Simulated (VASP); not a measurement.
# TiO2 (I4_1/amd) in VASP: single point with PBE

Aim: the single point of TiO2 with PBE.

Program: VASP 6.6.1. These are calculated values, not measurements. Logs are shortened: lines on timing, memory, paths and dates and some standing lists are left out, and cuts for length are marked.

## Step 1: The cell of the first run

Symmetry: I4_1/amd, No. 141, tetragonal system. The conventional cell has a = 3.859 Å, b = 3.859 Å, c = 9.701 Å, α = 90.00°, β = 90.00°, γ = 90.00°. Within 2.6 Å of Ti (site symmetry -4m2) lie 6 O at 1.98 to 2.00 Å. Within 2.6 Å of O (site symmetry 2mm) lie 3 Ti at 1.98 to 2.00 Å and 2 O at 2.50 Å.

## Step 2: Single point, PBE (volume scaled by 1.06)

File INCAR:

```
SYSTEM = TiO2
PREC = Accurate ; ENCUT = 520
EDIFF = 1E-6 ; ISMEAR = -1
SIGMA = 0.08 ; LREAL = .FALSE.
LASPH = .TRUE. ; NELM = 80
ALGO = Normal ; ISIF = 2
LWAVE = .FALSE. ; LCHARG = .FALSE.
GGA = PE ; NBANDS = 33
```

File KPOINTS:

```
regular mesh
0
G
  13 13 13
  0 0 0
```

File POSCAR:

```
TiO2
1.0
   -1.9296172664      1.9296172664      4.8502981963
    1.9296172664     -1.9296172664      4.8502981963
    1.9296172664      1.9296172664     -4.8502981963
Ti O
2 4
Direct
    0.0000000000      0.0000000000      0.0000000000
    0.7500000000      0.2500000000      0.5000000000
    0.2066000000      0.2066000000      0.0000000000
    0.9566000000      0.4566000000      0.5000000000
    0.5434000000      0.0434000000      0.5000000000
    0.7934000000      0.7934000000      0.0000000000
```

Potentials or basis: VASP PAW PBE potentials, release 64 (Ti_sv, O).

Command:

```sh
> cat potpaw_PBE.64/Ti_sv/POTCAR potpaw_PBE.64/O/POTCAR > POTCAR
> mpirun -np 1 vasp_std > vasp.out
```

OUTCAR:

```text
SYSTEM = TiO2
   PREC = Accurate
   ENCUT = 520
   EDIFF = 1E-6
   ISMEAR = -1
   LREAL = .FALSE.
   LASPH = .TRUE.
   NELM = 80
   ISIF = 2
   GGA = PE

 ion  position               nearest neighbor table
   1  0.000  0.000  0.000-   5 1.98   4 1.98   5 1.98   4 1.98   3 2.00   6 2.00
   2  0.750  0.250  0.500-   6 1.98   3 1.98   6 1.98   3 1.98   4 2.00   5 2.00
   3  0.207  0.207  0.000-   2 1.98   2 1.98   1 2.00
   4  0.957  0.457  0.500-   1 1.98   1 1.98   2 2.00
   5  0.543  0.043  0.500-   1 1.98   1 1.98   2 2.00
   6  0.793  0.793  0.000-   2 1.98   2 1.98   1 2.00

  LATTYP: Found a body centered tetragonal cell.
 ALAT       =     3.8592345328
 C/A-ratio  =     2.5136063409

  Lattice vectors:

 A1 = (  -1.9296172664,   1.9296172664,   4.8502981963)
 A2 = (   1.9296172664,  -1.9296172664,   4.8502981963)
 A3 = (   1.9296172664,   1.9296172664,  -4.8502981963)

Analysis of symmetry for initial positions (statically):
=====================================================================
 Subroutine PRICEL returns:
 Original cell was already a primitive cell.

 Routine SETGRP: Setting up the symmetry group for a
 body centered tetragonal supercell.

 Subroutine GETGRP returns: Found 16 space group operations
 (whereof  8 operations were pure point group operations)
 out of a pool of 16 trial point group operations.

The static configuration has the point symmetry D_2d.
 The point group associated with its full space group is D_4h.

Analysis of symmetry for dynamics (positions and initial velocities):
=====================================================================
 Subroutine PRICEL returns:
 Original cell was already a primitive cell.

 Routine SETGRP: Setting up the symmetry group for a
 body centered tetragonal supercell.

 Subroutine GETGRP returns: Found 16 space group operations
 (whereof  8 operations were pure point group operations)
 out of a pool of 16 trial point group operations.

The dynamic configuration has the point symmetry D_2d.
 The point group associated with its full space group is D_4h.

 Subroutine INISYM returns: Found 16 space group operations
 (whereof  8 operations are pure point group operations),
 and found     1 'primitive' translations

----------------------------------------------------------------------------------------

                                     Primitive cell

  volume of cell :      72.2388

  direct lattice vectors                    reciprocal lattice vectors
    -1.929617266  1.929617266  4.850298196     0.000000000  0.259118743  0.103086445
     1.929617266 -1.929617266  4.850298196     0.259118743  0.000000000  0.103086445
     1.929617266  1.929617266 -4.850298196     0.259118743  0.259118743  0.000000000

  length of vectors
     5.565270720  5.565270720  5.565270720     0.278871544  0.278871544  0.366449240

  position of ions in fractional coordinates (direct lattice)
     0.000000000  0.000000000  0.000000000
     0.750000000  0.250000000  0.500000000
     0.206600000  0.206600000  0.000000000
     0.956600000  0.456600000  0.500000000
     0.543400000  0.043400000  0.500000000
     0.793400000  0.793400000  0.000000000

  ion indices of the primitive-cell ions
   primitive index   ion index
                 1           1
                 2           2
                 3           3
                 4           4
                 5           5
                 6           6

----------------------------------------------------------------------------------------

 KPOINTS: regular mesh

Automatic generation of k-mesh.
 Grid dimensions read from file:
 generate k-points for:   13   13   13

 Generating k-lattice:

  Cartesian coordinates                     Fractional coordinates (reciprocal lattice)
     0.000000000  0.019932211  0.007929727     0.076923077  0.000000000 -0.000000000
     0.019932211  0.000000000  0.007929727     0.000000000  0.076923077 -0.000000000
     0.019932211  0.019932211  0.000000000     0.000000000  0.000000000  0.076923077

  Length of vectors
     0.021451657  0.021451657  0.028188403

  Shift w.r.t. Gamma in fractional coordinates (k-lattice)
     0.000000000  0.000000000  0.000000000

 Subroutine IBZKPT returns following result:
 ===========================================

 Found    196 irreducible k-points:

 Following reciprocal coordinates:
            Coordinates               Weight
  0.000000  0.000000  0.000000      1.000000
  0.076923 -0.000000  0.000000      8.000000
  0.153846  0.000000  0.000000      8.000000
  0.230769  0.000000  0.000000      8.000000
  0.307692  0.000000  0.000000      8.000000
  0.384615  0.000000  0.000000      8.000000
[... 16 lines left out ...]
  0.384615  0.153846  0.000000     16.000000
  0.461538  0.153846  0.000000     16.000000
 [... further k-points ...]
   k-points           NKPTS =    196   k-points in BZ     NKDIM =    196   number of bands    NBANDS=     33
   number of dos      NEDOS =    301   number of ions     NIONS =      6
   total plane-waves  NPLWV =  74088
   dimension x,y,z NGX =    42 NGY =   42 NGZ =   42
   dimension x,y,z NGXF=    84 NGYF=   84 NGZF=   84
   ions per type =               2   4
   NGX,Y,Z   is equivalent  to a cutoff of  12.55, 12.55, 12.55 a.u.
   NGXF,Y,Z  is equivalent  to a cutoff of  25.09, 25.09, 25.09 a.u.
 SYSTEM =  TiO2
   PREC   = accura    normal or accurate (medium, high low for compatibility)
   ISTART =      0    job   : 0-new  1-cont  2-samecut
   ICHARG =      2    charge: 1-file 2-atom 10-const
   ISPIN  =      1    spin polarized calculation?
   LNONCOLLINEAR =      F non collinear calculations
   LSORBIT =      F    spin-orbit coupling
   LASPH  =      T    aspherical Exc in radial PAW
   ENCUT  =  520.0 eV  38.22 Ry    6.18 a.u.  10.35 10.35 10.35*2*pi/ulx,y,z
   NELM   =     80;   NELMIN=  2; NELMDL= -5     # of ELM steps
   EDIFF  = 0.1E-05   stopping-criterion for ELM
   LREAL  =      F    real-space projection
   EDIFFG = 0.1E-04   stopping-criterion for IOM
   NSW    =      0    number of steps for IOM
   IBRION =     -1    ionic relax: 0-MD 1-quasi-New 2-CG
   NFREE  =      0    steps in history (QN), initial steepest desc. (CG)
   ISIF   =      2    stress and relaxation
   ISYM   =      2    0-nonsym 1-usesym 2-fastsym
   POTIM  = 0.5000    time-step for ionic-motion
   TEBEG  =    0.0;   TEEND  =   0.0 temperature during run
   PSTRESS=    0.0 pullay stress
   NELECT =      48.0000    total number of electrons
   NUPDOWN=      -1.0000    fix difference up-down
   EMIN   =  10.00;   EMAX   =-10.00  energy-range for DOS
   EFERMI =   0.00;   METHOD = LEGACY
   ISMEAR =    -1;   SIGMA  =   0.08  broadening in eV -4-tet -1-fermi 0-gaus
   EFERMI_NEDOS =   21; number of points for ismear=-14 and -15
   IALGO  =     38    algorithm
   IMIX   =      4    mixing-type and parameters
     AMIX     =   0.40;   BMIX     =  1.00
     AMIX_MAG =   1.60;   BMIX_MAG =  1.00
  volume/ion in A,a.u.               =      12.04        81.25
  Fermi-wavevector in a.u.,A,eV,Ry     =   1.428559  2.699586 27.766526  2.040782
  Thomas-Fermi vector in A             =   2.548608
   LORBIT       =      0    0 simple, 1 ext, 2 COOP (PROOUT), +10 PAW based schemes
   GGA     = PE    functional components
   LHFCALC =     F    Hartree Fock is set to
   AEXX    =    0.0000 exact exchange contribution
   IVDW    =     0    specifies the selected vdW correction
   LEPSILON=     F    determine dielectric tensor
   LRPA    =     F    only Hartree local field effects (RPA)
 non-spin polarized calculation
  energy-cutoff  :      520.00
  volume of cell :       72.24
 maximum number of plane-waves:      1963
 NGX is ok and might be reduce to    42
   NGX = 21   NGY = 21   NGZ = 21

 number of electron      48.0000006 magnetization

 Free energy of the ion-electron system (eV)
  ---------------------------------------------------
  ext. energy  EPLUGINS =         0.00000000
  ---------------------------------------------------
  free energy    TOTEN  =       -53.82736988 eV

  energy without entropy =      -53.82736956  energy(sigma->0) =      -53.82736972

 E-fermi :   3.9609     XC(G=0): -10.4324

 val. band max:        2.8468881658   @ k =  -0.4615   0.4615   0.0000
 cond. band min:       4.8690167939   @ k =   0.0000   0.0000   0.0000
 fundamental gap:      2.0221286281
 Fermi energy:         3.9609287490

 k-point     1 :       0.0000    0.0000    0.0000
  band No.  band energies     occupation
      1     -53.7276      2.00000
      2     -53.6813      2.00000
      3     -30.1202      2.00000
      4     -29.9223      2.00000
      5     -29.9223      2.00000
      6     -29.8643      2.00000
[... 25 lines left out ...]
     32       7.7292      0.00000
     33       7.7531      0.00000

 k-point     2 :       0.0769   -0.0000    0.0000
  band No.  band energies     occupation
      1     -53.7270      2.00000
      2     -53.6817      2.00000
      3     -30.1188      2.00000
      4     -29.9284      2.00000
      5     -29.9228      2.00000
      6     -29.8666      2.00000
[... 25 lines left out ...]
     32       7.7649      0.00000
     33       7.9234      0.00000

 k-point     3 :       0.1538    0.0000    0.0000
  band No.  band energies     occupation
      1     -53.7253      2.00000
      2     -53.6829      2.00000
      3     -30.1148      2.00000
      4     -29.9448      2.00000
      5     -29.9240      2.00000
      6     -29.8729      2.00000
[... 25 lines left out ...]
     32       7.9584      0.00000
     33       8.2578      0.00000

 k-point     4 :       0.2308    0.0000    0.0000
  band No.  band energies     occupation
      1     -53.7227      2.00000
      2     -53.6848      2.00000
      3     -30.1091      2.00000
      4     -29.9672      2.00000
      5     -29.9257      2.00000
      6     -29.8806      2.00000
[... 673 lines left out ...]
     32       8.7924      0.00000
     33       8.9553      0.00000

 k-point    23 :       0.3846    0.1538    0.0000
  band No.  band energies     occupation
      1     -53.7133      2.00000
      2     -53.6922      2.00000
      3     -30.0877      2.00000
      4     -30.0220      2.00000
      5     -29.9429      2.00000
      6     -29.9019      2.00000
[... 25 lines left out ...]
     32       8.8885      0.00000
     33       9.0267      0.00000

 k-point    24 :       0.4615    0.1538    0.0000
  band No.  band energies     occupation
      1     -53.7124      2.00000
      2     -53.6927      2.00000
      3     -30.0908      2.00000
      4     -30.0293      2.00000
      5     -29.9426      2.00000
      6     -29.9061      2.00000
[... 25 lines left out ...]
     32       8.9886      0.00000
     33       9.0553      0.00000

 [... further k-points ...]
[... 5 lines left out ...]
  --------------------------------------------------------------------------------------
  -------------------------------------------------------------------------------------
  Total       -2.8060203     -2.8060203     -1.6480522      0.0000000      0.0000000      0.0000000
  in kB      -62.2344150    -62.2344150    -36.5519674      0.0000000      0.0000000      0.0000000
  external PRESSURE =     -53.6735992 kB  Pullay stress =       0.0000000 kB

 VOLUME and BASIS-vectors are now :
 -----------------------------------------------------------------------------
  energy-cutoff  :      520.00
  volume of cell :       72.24
      direct lattice vectors                 reciprocal lattice vectors
    -1.929617266  1.929617266  4.850298196     0.000000000  0.259118743  0.103086445
     1.929617266 -1.929617266  4.850298196     0.259118743  0.000000000  0.103086445
     1.929617266  1.929617266 -4.850298196     0.259118743  0.259118743  0.000000000

 POSITION                                       TOTAL-FORCE (eV/Angst)
 -----------------------------------------------------------------------------------
      0.00000      0.00000      0.00000        -0.000000     -0.000000      0.000000
      0.00000      1.92962      2.42515        -0.000000     -0.000000      0.000000
      0.00000      0.00000      2.00414        -0.000000      0.000000     -0.005832
      0.00000      1.92962      4.42929         0.000000     -0.000000     -0.005832
      0.00000      1.92962      0.42101         0.000000     -0.000000      0.005832
      0.00000      0.00000      7.69645        -0.000000      0.000000      0.005832
 -----------------------------------------------------------------------------------
    total drift:                                0.000000     -0.000000     -0.000000

  FREE ENERGIE OF THE ION-ELECTRON SYSTEM (eV)
  ---------------------------------------------------
  free  energy   TOTEN  =       -53.8273698798 eV

  energy  without entropy=      -53.8273695616  energy(sigma->0) =      -53.82736972
```

Run time: 26 min. Hardware: 1 thread of Oxide Virtual Turin-like, shared host; peak memory 0.48 GiB.

What came out:

```
Free energy            : -53.8274 eV
Pressure               : -5.4 GPa
Largest force          : 0.006 eV/Å
Band gap on the k mesh : 2.02 eV, indirect (least direct gap 2.31 eV)
```

Forces on the atoms (eV/Å):
```
Ti   0.000  0.000  0.000
Ti   0.000  0.000  0.000
O    0.000  0.000 -0.006
O    0.000  0.000 -0.006
O    0.000  0.000  0.006
O    0.000  0.000  0.006
```

 A k mesh can miss the band edges.
